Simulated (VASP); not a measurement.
SnSe2: single point with PBEsol

Crystal: SnSe2.

```
Sn Se
1.0
     3.85713    0.00000    0.00000
    -1.92857    3.34037    0.00000
     0.00000    0.00000    6.06756
Sn Se
1 2
Cartesian
  0.0000 0.0000 0.0000
  0.0000 2.2269 1.5737
  1.9286 1.1135 4.4938
```

This cell differs from its parent crystal: in-plane strain +0.01, then relaxed in part.

```
Program                : VASP 6.6.1
Task                   : single point
Functional             : PBEsol
Potentials or basis    : VASP PAW PBE potentials, release 64 (Sn_d, Se)
Cutoff                 : 500 eV
k mesh                 : 8 × 8 × 4
Occupations            : gaussian, width 0.01 eV
Spin                   : no spin polarisation
Dipole correction      : no
Further INCAR settings : ALGO = Normal; EDIFF = 1e-06; NBANDS = 20
```

| Item | Value |
| --- | --- |
| Pressure | -0.6 GPa |
| Largest force | 0.018 eV/Å |
| Band gap on the k mesh | 0.56 eV (least direct gap 0.71 eV) |

Forces in eV/Å, atoms in the order of the input:
```
Sn   0.000  0.000  0.000
Se   0.000  0.000  0.018
Se   0.000  0.000 -0.018
```

Stress tensor (GPa, compression positive):
```
-1.01  0.00  0.00
 0.00 -1.01  0.00
 0.00  0.00  0.11
```

Levels at points of the mesh, in eV from the valence-band top:
| k point | band 10 | band 11 | band 12 | band 13 | band 14 | band 15 | band 16 | band 17 |
| --- | --- | --- | --- | --- | --- | --- | --- | --- |
| (0.00, 0.00, 0.00) | -0.72 | -0.50 | -0.50 | -0.05 | 0.65 | 2.77 | 4.43 | 4.43 |
| (0.50, 0.00, 0.00) | -3.08 | -2.65 | -1.49 | -0.35 | 1.04 | 3.48 | 5.01 | 5.07 |
| (0.00, 0.00, 0.50) | -0.86 | -0.86 | -0.29 | -0.29 | 2.26 | 2.65 | 4.09 | 4.09 |
| (0.50, 0.00, 0.50) | -2.41 | -2.01 | -1.00 | -0.88 | 0.63 | 3.94 | 4.54 | 5.71 |

Run time: 62 s on 1 thread of Intel Xeon 8259CL (shared host), peak memory 0.21 GiB.

Caveat: the cell differs from its parent crystal (in-plane strain +0.01, then relaxed in part); the PAW data sets were made with another functional, which shifts forces and pressure a little; spin-orbit coupling is left out, which moves the levels of the heavy elements; this functional lacks dispersion, which binds the layers, so the pressure and a relaxed spacing across them are unreliable. A k mesh can miss the band edges.
